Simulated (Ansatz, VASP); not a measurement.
One calculation of MnSb, two programs

```
Mn Sb
1.0
     4.13000    0.00000    0.00000
    -2.06500    3.57668    0.00000
     0.00000    0.00000    5.79000
Mn Sb
2 2
Direct
  0.00000 0.00000 0.00000
  0.00000 0.00000 0.50000
  0.33333 0.66667 0.25000
  0.66667 0.33333 0.75000
```

Alike in both runs: task single point; functional PBE; k mesh 6 × 6 × 4; occupations fermi-dirac, width 0.1 eV; non-collinear spin, spin-orbit coupling.

|  | VASP | Ansatz |
| --- | --- | --- |
| version | VASP 6.6.1 | Ansatz 0.2.0 development build |
| potentials or method | VASP PAW PBE potentials, release 64 (Mn_pv, Sb) | plane waves, PAW datasets (generated hard set |
| plane-wave cutoff (eV) | 520 | 700 |
| valence electrons in the cell | 36 | 76 |

```tsv
	VASP	Ansatz	Ansatz less VASP
net moment per atom (μB)	1.67	1.67	-0.001
```

VASP's potentials hold 36 valence electrons a cell and Ansatz's 76, so a difference there can come from the potentials and not from the codes. Ansatz's warnings: cutoff auto derived, stress scf threshold loose.
